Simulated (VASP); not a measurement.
# NiSb (P6_3/mmc) in VASP: further runs

The runs below take NiSb through single point, with PBE+U.

All numbers are computed with VASP 6.6.1; they aren't measurements. Logs are shortened: lines on timing, memory, paths and dates and some standing lists are left out, and cuts for length are marked.

## 1. The cell of the first run

It takes space group P6_3/mmc (No. 194, hexagonal). Conventional cell: a = 3.928 Å, b = 3.928 Å, c = 5.120 Å, α = 90.00°, β = 90.00°, γ = 120.00°. Within 3.4 Å of Ni (site symmetry -3m) lie 2 Ni at 2.56 Å and 6 Sb at 2.60 Å. Within 3.5 Å of Sb (site symmetry -6m2) lie 6 Ni at 2.60 Å and 6 Sb at 3.42 Å.

## 2. Single point, PBE+U, collinear spin, antiferromagnetic start

INCAR

```
SYSTEM = NiSb
  PREC = Accurate
  ENCUT = 520
  EDIFF = 1E-6
  ISMEAR = -1
  SIGMA = 0.05
  LREAL = .FALSE.
  LASPH = .TRUE.
  NELM = 150
  ALGO = Normal
  ISIF = 2
  LWAVE = .FALSE.
  LCHARG = .FALSE.
  ISPIN = 2
  MAGMOM = 1.5 -1.5 0 0
  LORBIT = 11
  LMAXMIX = 4
  LDAU = .TRUE.
  LDAUTYPE = 2
  LDAUL = 2 -1
  LDAUU = 5 0
  LDAUJ = 0 0
  LDAUPRINT = 1
  GGA = PE
  NBANDS = 27
```

KPOINTS

```
regular mesh
0
G
  10 10 7
  0 0 0
```

POSCAR

```
NiSb
1.0
    3.9280000000      0.0000000000      0.0000000000
   -1.9640000000      3.4017477861      0.0000000000
    0.0000000000      0.0000000000      5.1200000000
Ni Sb
2 2
Direct
    0.0000000000      0.0000000000      0.0000000000
    0.0000000000      0.0000000000      0.5000000000
    0.3333333333      0.6666666667      0.2500000000
    0.6666666667      0.3333333333      0.7500000000
```

Potentials or basis: VASP PAW PBE potentials, release 64 (Ni, Sb).

Started as:

```
cat potpaw_PBE.64/Ni/POTCAR potpaw_PBE.64/Sb/POTCAR > POTCAR
mpirun -np 1 vasp_std > vasp.out
```

OUTCAR:

```text
SYSTEM = NiSb
   PREC = Accurate
   ENCUT = 520
   EDIFF = 1E-6
   ISMEAR = -1
   LREAL = .FALSE.
   LASPH = .TRUE.
   NELM = 150
   ISIF = 2
   ISPIN = 2
   LORBIT = 11
   GGA = PE

 ion  position               nearest neighbor table
   1  0.000  0.000  0.000-   2 2.56   2 2.56   4 2.60   3 2.60   4 2.60   3 2.60   4 2.60   3 2.60

   2  0.000  0.000  0.500-   1 2.56   1 2.56   4 2.60   3 2.60   4 2.60   3 2.60   4 2.60   3 2.60

   3  0.333  0.667  0.250-   1 2.60   2 2.60   1 2.60   2 2.60   1 2.60   2 2.60   4 3.42   4 3.42
                             4 3.42   4 3.42   4 3.42   4 3.42
   4  0.667  0.333  0.750-   1 2.60   2 2.60   1 2.60   2 2.60   1 2.60   2 2.60   3 3.42   3 3.42
                             3 3.42   3 3.42   3 3.42   3 3.42

  LATTYP: Found a hexagonal cell.
 ALAT       =     3.9280000000
 C/A-ratio  =     1.3034623218

  Lattice vectors:

 A1 = (   3.9280000000,   0.0000000000,   0.0000000000)
 A2 = (  -1.9640000000,   3.4017477861,   0.0000000000)
 A3 = (   0.0000000000,   0.0000000000,   5.1200000000)

Analysis of symmetry for initial positions (statically):
=====================================================================
 Subroutine PRICEL returns:
 Original cell was already a primitive cell.

 Routine SETGRP: Setting up the symmetry group for a
 hexagonal supercell.

 Subroutine GETGRP returns: Found 24 space group operations
 (whereof 12 operations were pure point group operations)
 out of a pool of 24 trial point group operations.

The static configuration has the point symmetry D_3d.
 The point group associated with its full space group is D_6h.

Analysis of symmetry for dynamics (positions and initial velocities):
=====================================================================
 Subroutine PRICEL returns:
 Original cell was already a primitive cell.

 Routine SETGRP: Setting up the symmetry group for a
 hexagonal supercell.

 Subroutine GETGRP returns: Found 24 space group operations
 (whereof 12 operations were pure point group operations)
 out of a pool of 24 trial point group operations.

The dynamic configuration has the point symmetry D_3d.
 The point group associated with its full space group is D_6h.

Analysis of structural, dynamic, and magnetic symmetry:
=====================================================================
 Subroutine PRICEL returns:
 Original cell was already a primitive cell.

 Routine SETGRP: Setting up the symmetry group for a
 hexagonal supercell.

 Subroutine GETGRP returns: Found 24 space group operations
 (whereof 12 operations were pure point group operations)
 out of a pool of 24 trial point group operations.

The overall configuration has the point symmetry D_3d.
 The point group associated with its full space group is D_6h.

 Subroutine INISYM returns: Found 24 space group operations
 (whereof 12 operations are pure point group operations),
 and found     1 'primitive' translations

----------------------------------------------------------------------------------------

                                     Primitive cell

  volume of cell :      68.4138

  direct lattice vectors                    reciprocal lattice vectors
     3.928000000  0.000000000  0.000000000     0.254582485  0.146983266  0.000000000
    -1.964000000  3.401747786  0.000000000     0.000000000  0.293966532  0.000000000
     0.000000000  0.000000000  5.120000000     0.000000000  0.000000000  0.195312500

  length of vectors
     3.928000000  3.928000000  5.120000000     0.293966532  0.293966532  0.195312500

  position of ions in fractional coordinates (direct lattice)
     0.000000000  0.000000000  0.000000000
     0.000000000  0.000000000  0.500000000
     0.333333333  0.666666667  0.250000000
     0.666666667  0.333333333  0.750000000

  ion indices of the primitive-cell ions
   primitive index   ion index
                 1           1
                 2           2
                 3           3
                 4           4

----------------------------------------------------------------------------------------

 KPOINTS: regular mesh
[... 92 lines left out ...]
   LORBIT       =     11    0 simple, 1 ext, 2 COOP (PROOUT), +10 PAW based schemes
 LDA+U is selected, type is set to LDAUTYPE =  2
   angular momentum for each species LDAUL =     2   -1
   U (eV)           for each species LDAUU =   5.0  0.0
   J (eV)           for each species LDAUJ =   0.0  0.0
   GGA     = PE    functional components
   LHFCALC =     F    Hartree Fock is set to
   AEXX    =    0.0000 exact exchange contribution
   IVDW    =     0    specifies the selected vdW correction
   LEPSILON=     F    determine dielectric tensor
   LRPA    =     F    only Hartree local field effects (RPA)
 spin polarized calculation
  energy-cutoff  :      520.00
  volume of cell :       68.41
 maximum number of plane-waves:      1860
 NGX is ok and might be reduce to    30
   NGX = 15   NGY = 15   NGZ = 19

 number of electron      30.0000035 magnetization       0.0000000

atom =   1  type =  1  l = 2

 onsite density matrix

spin component  1

  0.8753 -0.0000 -0.0000  0.0505  0.0000
 -0.0000  0.8666  0.0000  0.0000  0.0505
 -0.0000  0.0000  0.8978 -0.0000  0.0000
  0.0505  0.0000 -0.0000  0.8666 -0.0000
  0.0000  0.0505  0.0000 -0.0000  0.8753

spin component  2

  0.8753 -0.0000 -0.0000  0.0505  0.0000
 -0.0000  0.8666  0.0000  0.0000  0.0505
 -0.0000  0.0000  0.8978 -0.0000  0.0000
  0.0505  0.0000 -0.0000  0.8666 -0.0000
  0.0000  0.0505  0.0000 -0.0000  0.8753

 occupancies and eigenvectors

  o =  0.8202  v =  0.0000  0.0000  0.0000  0.0000  0.0000 -0.6761 -0.0000 -0.0000  0.7368  0.0000      0.0000  0.0000  0.0000  0.0000  0.0000  0.0000  0.0000  0.0000  0.0000  0.0000
  o =  0.8202  v =  0.0000  0.0000  0.0000  0.0000  0.0000  0.0000 -0.7368 -0.0000 -0.0000  0.6761      0.0000  0.0000  0.0000  0.0000  0.0000  0.0000  0.0000  0.0000  0.0000  0.0000
  o =  0.8203  v = -0.6762 -0.0000 -0.0000  0.7368  0.0000  0.0000  0.0000  0.0000  0.0000  0.0000      0.0000  0.0000  0.0000  0.0000  0.0000  0.0000  0.0000  0.0000  0.0000  0.0000
  o =  0.8203  v =  0.0000 -0.7368 -0.0000 -0.0000  0.6762  0.0000  0.0000  0.0000  0.0000  0.0000      0.0000  0.0000  0.0000  0.0000  0.0000  0.0000  0.0000  0.0000  0.0000  0.0000
  o =  0.8978  v =  0.0000  0.0000  0.0000  0.0000  0.0000 -0.0000  0.0000 -1.0000 -0.0000  0.0000      0.0000  0.0000  0.0000  0.0000  0.0000  0.0000  0.0000  0.0000  0.0000  0.0000
  o =  0.8978  v = -0.0000  0.0000 -1.0000 -0.0000  0.0000  0.0000  0.0000  0.0000  0.0000  0.0000      0.0000  0.0000  0.0000  0.0000  0.0000  0.0000  0.0000  0.0000  0.0000  0.0000
  o =  0.9216  v =  0.0000  0.0000  0.0000  0.0000  0.0000  0.7368 -0.0000 -0.0000  0.6761 -0.0000      0.0000  0.0000  0.0000  0.0000  0.0000  0.0000  0.0000  0.0000  0.0000  0.0000
  o =  0.9216  v =  0.0000  0.0000  0.0000  0.0000  0.0000  0.0000  0.6761  0.0000  0.0000  0.7368      0.0000  0.0000  0.0000  0.0000  0.0000  0.0000  0.0000  0.0000  0.0000  0.0000
  o =  0.9216  v =  0.7368 -0.0000 -0.0000  0.6762 -0.0000  0.0000  0.0000  0.0000  0.0000  0.0000      0.0000  0.0000  0.0000  0.0000  0.0000  0.0000  0.0000  0.0000  0.0000  0.0000
  o =  0.9216  v =  0.0000  0.6762  0.0000  0.0000  0.7368  0.0000  0.0000  0.0000  0.0000  0.0000      0.0000  0.0000  0.0000  0.0000  0.0000  0.0000  0.0000  0.0000  0.0000  0.0000

atom =   2  type =  1  l = 2

 onsite density matrix

spin component  1

  0.8753 -0.0000 -0.0000 -0.0505  0.0000
 -0.0000  0.8666 -0.0000  0.0000 -0.0505
 -0.0000 -0.0000  0.8978  0.0000  0.0000
 -0.0505  0.0000  0.0000  0.8666  0.0000
  0.0000 -0.0505  0.0000  0.0000  0.8753

spin component  2

  0.8753 -0.0000 -0.0000 -0.0505  0.0000
 -0.0000  0.8666 -0.0000  0.0000 -0.0505
 -0.0000 -0.0000  0.8978  0.0000  0.0000
 -0.0505  0.0000  0.0000  0.8666  0.0000
  0.0000 -0.0505  0.0000  0.0000  0.8753

 occupancies and eigenvectors

  o =  0.8202  v = -0.6761  0.0000 -0.0000 -0.7368  0.0000  0.0000  0.0000  0.0000  0.0000  0.0000      0.0000  0.0000  0.0000  0.0000  0.0000  0.0000  0.0000  0.0000  0.0000  0.0000
  o =  0.8202  v = -0.0000 -0.7368  0.0000 -0.0000 -0.6761  0.0000  0.0000  0.0000  0.0000  0.0000      0.0000  0.0000  0.0000  0.0000  0.0000  0.0000  0.0000  0.0000  0.0000  0.0000
  o =  0.8203  v =  0.0000  0.0000  0.0000  0.0000  0.0000 -0.6762 -0.0000  0.0000 -0.7368 -0.0000      0.0000  0.0000  0.0000  0.0000  0.0000  0.0000  0.0000  0.0000  0.0000  0.0000
  o =  0.8203  v =  0.0000  0.0000  0.0000  0.0000  0.0000  0.0000 -0.7368  0.0000  0.0000 -0.6762      0.0000  0.0000  0.0000  0.0000  0.0000  0.0000  0.0000  0.0000  0.0000  0.0000
  o =  0.8978  v =  0.0000  0.0000  1.0000 -0.0000 -0.0000  0.0000  0.0000  0.0000  0.0000  0.0000      0.0000  0.0000  0.0000  0.0000  0.0000  0.0000  0.0000  0.0000  0.0000  0.0000
  o =  0.8978  v =  0.0000  0.0000  0.0000  0.0000  0.0000 -0.0000 -0.0000 -1.0000  0.0000  0.0000      0.0000  0.0000  0.0000  0.0000  0.0000  0.0000  0.0000  0.0000  0.0000  0.0000
  o =  0.9216  v =  0.7368  0.0000 -0.0000 -0.6761 -0.0000  0.0000  0.0000  0.0000  0.0000  0.0000      0.0000  0.0000  0.0000  0.0000  0.0000  0.0000  0.0000  0.0000  0.0000  0.0000
  o =  0.9216  v =  0.0000 -0.6761  0.0000 -0.0000  0.7368  0.0000  0.0000  0.0000  0.0000  0.0000      0.0000  0.0000  0.0000  0.0000  0.0000  0.0000  0.0000  0.0000  0.0000  0.0000
  o =  0.9216  v =  0.0000  0.0000  0.0000  0.0000  0.0000  0.7368 -0.0000  0.0000 -0.6762  0.0000      0.0000  0.0000  0.0000  0.0000  0.0000  0.0000  0.0000  0.0000  0.0000  0.0000
  o =  0.9216  v =  0.0000  0.0000  0.0000  0.0000  0.0000  0.0000  0.6762 -0.0000 -0.0000 -0.7368      0.0000  0.0000  0.0000  0.0000  0.0000  0.0000  0.0000  0.0000  0.0000  0.0000

 number of electron      30.0000035 magnetization      -0.0000000

 Free energy of the ion-electron system (eV)
  ---------------------------------------------------
  ext. energy  EPLUGINS =         0.00000000
  ---------------------------------------------------
  free energy    TOTEN  =       -14.46295120 eV

  energy without entropy =      -14.44874465  energy(sigma->0) =      -14.45584793

 E-fermi :   9.6969     XC(G=0): -11.4915

 val. band max:        9.6861602304   @ k =   0.2000   0.0000   0.4286
 cond. band min:       9.6976073371   @ k =   0.4000   0.0000   0.4286
 fundamental gap:      0.0114471067
 Fermi energy:         9.6969082673

 spin component 1

 k-point     1 :       0.0000    0.0000    0.0000
  band No.  band energies     occupation
      1      -2.9974      1.00000
      2       1.5324      1.00000
      3       3.6204      1.00000
      4       5.6102      1.00000
      5       5.6102      1.00000
      6       6.0423      1.00000
[... 1433 lines left out ...]
     26      22.5578      0.00000
     27      23.1288      0.00000

 [... further k-points ...]

------------------------ aborting loop because EDIFF is reached ----------------------------------------

  FORCE on cell =-STRESS in cart. coord.  units (eV):
  Direction    XX          YY          ZZ          XY          YZ          ZX
  --------------------------------------------------------------------------------------
  -------------------------------------------------------------------------------------
  Total       -0.5158727     -0.5158727      0.0501521      0.0000000      0.0000000      0.0000000
  in kB      -12.0811869    -12.0811869      1.1745081      0.0000000      0.0000000      0.0000000
  external PRESSURE =      -7.6626219 kB  Pullay stress =       0.0000000 kB

 VOLUME and BASIS-vectors are now :
 -----------------------------------------------------------------------------
  energy-cutoff  :      520.00
  volume of cell :       68.41
      direct lattice vectors                 reciprocal lattice vectors
     3.928000000  0.000000000  0.000000000     0.254582485  0.146983266  0.000000000
    -1.964000000  3.401747786  0.000000000     0.000000000  0.293966532  0.000000000
     0.000000000  0.000000000  5.120000000     0.000000000  0.000000000  0.195312500

 POSITION                                       TOTAL-FORCE (eV/Angst)
 -----------------------------------------------------------------------------------
      0.00000      0.00000      0.00000        -0.000000     -0.000000     -0.000000
      0.00000      0.00000      2.56000         0.000000     -0.000000     -0.000000
     -0.00000      2.26783      1.28000        -0.000000      0.000000     -0.000000
      1.96400      1.13392      3.84000         0.000000     -0.000000      0.000000
 -----------------------------------------------------------------------------------
    total drift:                                0.000000     -0.000000     -0.000000

  FREE ENERGIE OF THE ION-ELECTRON SYSTEM (eV)
  ---------------------------------------------------
  free  energy   TOTEN  =       -14.4629512035 eV

  energy  without entropy=      -14.4487446490  energy(sigma->0) =      -14.45584793

 total charge

# of ion       s       p       d       tot
------------------------------------------
    1        0.422   0.448   8.728   9.599
    2        0.422   0.448   8.728   9.599
    3        1.138   1.201   0.068   2.408
    4        1.138   1.201   0.068   2.408
--------------------------------------------------
tot          3.119   3.300  17.594  24.012

 magnetization (x)

# of ion       s       p       d       tot
------------------------------------------
    1       -0.000  -0.000   0.000   0.000
    2        0.000   0.000  -0.000  -0.000
    3        0.000   0.000   0.000   0.000
    4        0.000   0.000   0.000   0.000
--------------------------------------------------
tot          0.000   0.000   0.000   0.000
```

Run time: 99 s. Hardware: 1 thread of AMD EPYC 9R45 (Zen 5), shared host; peak memory 0.28 GiB.

What came out:

* Free energy: -14.4630 eV
* Pressure: -0.8 GPa
* Band gap on the k mesh: zero (filled and empty bands overlap)
* Net moment: 0.00 μB per cell
* Valence electrons inside the program's atomic spheres: Ni 9.60; Sb 2.41

Eigenvalues of the final occupation matrices:
| site | spin | trace | eigenvalues |
| --- | --- | --- | --- |
| site 1 d | 1 | 4.38 | 0.82 0.82 0.90 0.92 0.92 |
| site 1 d | 2 | 4.38 | 0.82 0.82 0.90 0.92 0.92 |
| site 2 d | 1 | 4.38 | 0.82 0.82 0.90 0.92 0.92 |
| site 2 d | 2 | 4.38 | 0.82 0.82 0.90 0.92 0.92 |

Caveat: the moments typed at the start vanished in this run; spin-orbit coupling is left out, which moves the levels of the heavy elements; the U is typed as a test and isn't derived for this compound. The state reached can hang on the start; a lower one may exist.

(Part 1 of 2 ends here.)

The gap in the log of VASP goes by the Fermi energy; the results here count the filled bands.